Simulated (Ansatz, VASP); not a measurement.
## Two plane-wave programs on HgTe

```
Hg Te
1.0
     0.00000    3.21450    3.21450
     3.21450    0.00000    3.21450
     3.21450    3.21450    0.00000
Hg Te
1 1
Direct
  0.00000 0.00000 0.00000
  0.25000 0.25000 0.25000
```

Alike in both runs: task single point; functional PBE; k mesh 10 × 10 × 10; occupations gaussian, width 0.1 eV; no spin polarisation.

|  | VASP | Ansatz |
| --- | --- | --- |
| version | VASP 6.6.1 | Ansatz 0.2.0 |
| potentials or method | VASP PAW PBE potentials, release 64 (Hg, Te), cutoff 500 eV | scalar-relativistic, plane waves, PAW |
| valence electrons in the cell | 18 | 36 |

|  | VASP | Ansatz | Ansatz less VASP |
| --- | --- | --- | --- |
| gap on the k mesh at the Fermi level (eV) | none | none | - |
| pressure (GPa) | 4.6 | 4.5 | -0.09 |

A gap of «none» marks a metal or a gap that the smearing closes. With one functional, cell and mesh, what is left measures potentials, basis and numerics. VASP's potentials hold 18 valence electrons a cell and Ansatz's 36, so a difference there can come from the potentials and not from the codes.

Spin-orbit coupling is off throughout.
